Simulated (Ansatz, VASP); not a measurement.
**SiC in VASP and in Ansatz**

INCAR

```
ALGO = Normal ; EDIFF = 1E-6
ENCUT = 520 ; GGA = CA
ISIF = 2 ; ISMEAR = 0
LASPH = True ; LCHARG = True
LELF = True ; LREAL = False
LVHAR = True ; LWAVE = False
NBANDS = 16 ; NELM = 100
PREC = Accurate ; SIGMA = 0.05
```

KPOINTS

```
k-points
0
Gamma
  12 12 6
```

The input POSCAR:

```
SiC
1.0
    2.9787958993      0.0000000000      0.0000000000
   -1.4893979497      2.5797129215      0.0000000000
    0.0000000000      0.0000000000      5.2802136111
Si C
2 2
Direct
    0.3333333333      0.6666666667      0.0046041256
    0.6666666667      0.3333333333      0.5046041256
    0.3333333333      0.6666666667      0.3803958744
    0.6666666667      0.3333333333      0.8803958744
```

Input for Ansatz:

```yaml
crystal:
  lattice:
    - [2.9787958993, 0.0, 0.0]
    - [-1.4893979497, 2.5797129215, 0.0]
    - [0.0, 0.0, 5.2802136111]
  atoms:
    - { symbol: Si, position: [0.3333333333, 0.6666666667, 0.0046041256] }
    - { symbol: Si, position: [0.6666666667, 0.3333333333, 0.5046041256] }
    - { symbol: C, position: [0.3333333333, 0.6666666667, 0.3803958744] }
    - { symbol: C, position: [0.6666666667, 0.3333333333, 0.8803958744] }
basis:
  ecutwfc: 520.0
kpoints:
  mp_grid: { grid: [12, 12, 6] }
hamiltonian:
  xc: lda
  pseudopotentials: { kind: paw, azcp: { folder: soft_1 } }
scf:
  occupations: { method: gaussian, width: 0.05 }
output:
  forces: true
  stress: true
  eigenvalues: true
```

Alike in both runs: task single point; functional LDA; k mesh 12 × 12 × 6; occupations gaussian, width 0.05 eV; no spin polarisation.

|  | VASP | Ansatz |
| --- | --- | --- |
| version | VASP 6.6.1 | Ansatz 0.2.0 |
| potentials or method | VASP PAW LDA potentials, release 64 (Si, C), cutoff 520 eV | scalar-relativistic, plane waves, PAW |
| valence electrons in the cell | 16 | 16 |

Ansatz gave:

- gap on the k mesh at the Fermi level (eV): 1.83
- least direct gap on the mesh (eV): 4.38
- pressure (GPa): 2.0
- traceless stress, the component that is largest in VASP (GPa): -27.96
- rms of the force components (eV/Å): 0.297

Q: Which values does VASP return?

A: gap on the k mesh at the Fermi level (eV): 1.81; least direct gap on the mesh (eV): 4.36; pressure (GPa): 2.4; traceless stress, the component that is largest in VASP (GPa): -28.10; rms of the force components (eV/Å): 0.299.

Ansatz warns that its potentials were made for another functional, while VASP's fit it. LDA's correlation is that of Perdew and Zunger in VASP and of Perdew and Wang (1992) in Ansatz. Atom by atom the forces differ by 0.003 eV/Å (rms over components).
